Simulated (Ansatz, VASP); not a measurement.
**Si in VASP and in Ansatz**

INCAR

```
PREC     = Accurate       # precision mode
ENCUT    = 500            # plane-wave cutoff, eV
EDIFF    = 1E-7           # SCF threshold, eV
ISMEAR   = 1              # smearing method
SIGMA    = 0.05           # smearing width, eV
LREAL    = F              # projectors in reciprocal space
LASPH    = T              # aspherical terms in the spheres
NELM     = 120            # most SCF steps
ALGO     = Normal         # electronic algorithm
ISIF     = 3              # what is computed and relaxed
LWAVE    = F              # write WAVECAR
LCHARG   = F              # write CHGCAR
GGA      = PE             # functional
IVDW     = 13             # dispersion correction
IBRION   = 2              # ionic algorithm
NSW      = 50             # ionic steps
EDIFFG   = -0.01          # ionic threshold
GGA_COMPAT= F            
NELMIN   = 4
```

The input KPOINTS:

```
regular mesh
0
Gamma
  13 13 13
```

Contents of POSCAR:

```
Si
1.0
   -1.6269150000      1.6269150000      1.3203300000
    1.6269150000     -1.6269150000      1.3203300000
    1.6269150000      1.6269150000     -1.3203300000
Si
1
Direct
    0.0000000000      0.0000000000      0.0000000000
```

Input for Ansatz:

```yaml
crystal:
  lattice:
    a: 3.25383
    b: 3.25383
    c: 2.64066
    alpha: 90.0
    beta: 90.0
    gamma: 90.0
  space_group: 139
  setting:
    hermann_mauguin: I4/mmm
  atoms:
    - { symbol: Si, position: [0.0, 0.0, 0.0] }
  reduce_to_primitive: true
basis:
  ecutwfc: 462.593566181796
kpoints:
  mp_grid:
    grid: [13, 13, 13]
    shift: [0.0, 0.0, 0.0]
hamiltonian:
  xc: pbe
  dispersion: d4
scf:
  occupations:
    method: methfessel_paxton
    width: 0.05
relax:
  f_tol: 0.01
  max_steps: 30
  cell: {}
```

Alike in both runs: task relaxation of cell and atoms; functional PBE; dispersion D4; k mesh 13 × 13 × 13; occupations methfessel-paxton of order 1, width 0.05 eV; no spin polarisation.

|  | VASP | Ansatz |
| --- | --- | --- |
| version | VASP 6.6.1 | Ansatz 0.2.0 |
| potentials or method | VASP PAW PBE potentials, release 64 (Si), cutoff 500 eV | plane waves, PAW |
| valence electrons in the cell | 4 | 4 |

|  | VASP | Ansatz | Ansatz less VASP |
| --- | --- | --- | --- |
| relaxed volume (Å³/atom) | 13.80 | 13.82 | +0.015 |
| relaxed cell length with the largest relative difference (Å) | 2.652 | 2.653 | +0.0010 |
